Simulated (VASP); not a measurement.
A run of VASP 6.6.1 is set up as follows.

The input POSCAR:

```
GaP
1.0
    0.0000000000      2.8316898682      2.8316898682
    2.8316898682      0.0000000000      2.8316898682
    2.8316898682      2.8316898682      0.0000000000
Ga P
1 1
Direct
    0.0000000000      0.0000000000      0.0000000000
    0.2500000000      0.2500000000      0.2500000000
```

INCAR.step1

```
SYSTEM = GaP
PREC = Accurate ; ENCUT = 520
ISMEAR = 0 ; SIGMA = 0.01
LREAL = .FALSE. ; LASPH = .TRUE.
NELM = 100 ; NBANDS = 16
GGA = PE ; ALGO = Normal
EDIFF = 1E-4 ; LWAVE = .TRUE.
LCHARG = .FALSE.
```

INCAR.step2

```
SYSTEM = GaP
PREC = Accurate ; ENCUT = 520
EDIFF = 1E-6 ; ISMEAR = 0
SIGMA = 0.01 ; LREAL = .FALSE.
LASPH = .TRUE. ; NELM = 100
ALGO = Normal ; ISIF = 2
LWAVE = .FALSE. ; LCHARG = .FALSE.
METAGGA = R2SCAN ; LMIXTAU = .TRUE.
NBANDS = 16 ; ISTART = 1
```

Contents of KPOINTS:

```
regular mesh
0
G
  8 8 8
  0 0 0
```

Potentials or basis: VASP PAW PBE potentials, release 64 (Ga_d, P).

Run with:

```bash
$ cat potpaw_PBE.64/Ga_d/POTCAR potpaw_PBE.64/P/POTCAR > POTCAR
$ cp INCAR.step1 INCAR
$ mpirun -np 1 vasp_std > vasp.out
$ cp INCAR.step2 INCAR
$ mpirun -np 1 vasp_std > vasp.out
```

**Question.** What does it give for the band gap on the k mesh?

**Answer.** 1.36 eV, direct.

**Question.** Predict the pressure.

**Answer.** -7.8 GPa.

Caveat: the cell differs from its parent crystal (strain +3.9%); the PAW data sets were made with another functional, which shifts forces and pressure a little. A k mesh can miss the band edges.
